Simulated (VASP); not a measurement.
Be:

```
Be
1.0
     1.11815   -2.00329    0.03242
    -3.32089   -1.98391   -0.02371
    -0.08942    0.06765   -7.32568
Be
8
Direct
  0.54903 0.54316 0.00043
  0.95932 0.99476 0.00402
  0.44213 0.48077 0.49803
  0.02023 0.00249 0.49774
  0.40305 0.81736 0.21259
  0.01632 0.28882 0.26922
  0.00409 0.73075 0.78308
  0.60583 0.14189 0.73489
```

| Item | Value |
| --- | --- |
| Program | VASP 6.6.1 |
| Task | relaxation of cell and atoms |
| Functional | PBE |
| Potentials or basis | VASP PAW PBE potentials, release 64 (Be) |
| Cutoff | 600 eV |
| k mesh | 10 × 6 × 4 |
| Occupations | gaussian, width 0.1 eV |
| Spin | no spin polarisation |

At the start: pressure 6.7 GPa; volume 8.12 Å³/atom.

Task: Where does the relaxation end?

Result: Over 16 steps the energy falls by 268.1 meV/atom and the volume is 7.91 Å³/atom (-2.5 %); space group P1 (No. 1, to 0.1 Å) before, P6_3/mmc (No. 194, to 0.1 Å).

Step by step:
| step | energy change (eV) | largest force (eV/Å) | pressure (GPa) | volume (Å³) |
| --- | --- | --- | --- | --- |
| 1 | 0.0000 | 3.9499 | 6.66 | 64.97 |
| 2 | -1.5450 | 1.1561 | -6.41 | 68.14 |
| 3 | -1.6328 | 0.7453 | -8.72 | 69.25 |
| 4 | -1.9510 | 0.6466 | -2.40 | 64.81 |
| 5 | -1.9908 | 0.6711 | 1.37 | 62.81 |
| 6 | -2.0662 | 0.3775 | 0.98 | 62.89 |
| 7 | -2.0960 | 0.4117 | 0.77 | 62.97 |
| 8 | -2.1203 | 0.2701 | -0.28 | 63.48 |
| 9 | -2.1263 | 0.1848 | -1.05 | 63.89 |
| 10 | -2.1392 | 0.1168 | -0.05 | 63.36 |
| 11 | -2.1408 | 0.1159 | 0.45 | 63.11 |
| 12 | -2.1441 | 0.0425 | 0.00 | 63.32 |
| 13 | -2.1441 | 0.0472 | -0.03 | 63.33 |
| 14 | -2.1447 | 0.0248 | -0.04 | 63.34 |
| 15 | -2.1447 | 0.0214 | -0.04 | 63.35 |
| 16 | -2.1448 | 0.0099 | 0.02 | 63.32 |

Final structure:
```xyz
8
Lattice="1.1325 -1.9620 0.0005 -3.3791 -1.9488 0.0009 -0.0004 -0.0016 -7.1648" Properties=species:S:1:pos:R:3 pbc="T T T"
Be   -1.1227   -1.9551    0.0003
Be   -2.2463   -3.9115   -7.1632
Be   -1.1241   -1.9563   -3.5818
Be   -0.0011   -0.0019   -3.5825
Be   -2.2590   -2.6097   -1.7902
Be   -0.0025   -2.6159   -1.7906
Be   -2.2438   -1.2963   -5.3729
Be    0.0114   -1.3032   -5.3729
```
